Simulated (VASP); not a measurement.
Wanted: the native input for a VASP 6.6.1 run.

- Task: single point
- Functional: RPBE
- Dispersion: D4
- Potentials or basis: VASP PAW PBE potentials, release 64 (Cd, S)
- Cutoff: 520 eV
- k mesh: 7 × 7 × 4
- Occupations: fermi-dirac, width 0.05 eV
- Spin: no spin polarisation
- Dipole correction: no
- Further INCAR settings: ALGO = Normal; EDIFF = 1e-06; NBANDS = 26

The structure of CdS lies in POSCAR:

```
CdS
1.0
    4.1495199295      0.0000000000      0.0000000000
   -2.0747599647      3.5935896724      0.0000000000
    0.0000000000      0.0000000000      6.7301917028
Cd S
2 2
Direct
    0.6666666667      0.3333333333      0.4987740801
    0.3333333333      0.6666666667     -0.0012259199
    0.6666666667      0.3333333333      0.8762259199
    0.3333333333      0.6666666667      0.3762259199
```

One way to write it, as run:

INCAR

```
SYSTEM = CdS
  PREC = Accurate
  ENCUT = 520
  EDIFF = 1E-6
  ISMEAR = -1
  SIGMA = 0.05
  LREAL = .False.
  LASPH = .True.
  NELM = 60
  ALGO = Normal
  ISIF = 2
  LWAVE = .False.
  LCHARG = .False.
  GGA = RP
  IVDW = 13
  NBANDS = 26
```

KPOINTS

```
regular mesh
0
Gamma
  7 7 4
  0 0 0
```

Potentials or basis: VASP PAW PBE potentials, release 64 (Cd, S).

Command:

```console
$ cat potpaw_PBE.64/Cd/POTCAR potpaw_PBE.64/S/POTCAR > POTCAR
$ mpirun -np 1 vasp_std > vasp.out
```

It gave:

```yaml
Pressure: 0.3 GPa
Band_gap_on_the_k_mesh: 1.39 eV
Dispersion_energy_per_atom: -0.593 eV
```

Caveat: the PAW data sets were made with another functional, which shifts forces and pressure a little.

It took 47 s on 1 thread of Intel(R) Xeon(R) Platinum 8488C (Sapphire Rapids), on a shared host, peak memory 0.24 GiB.
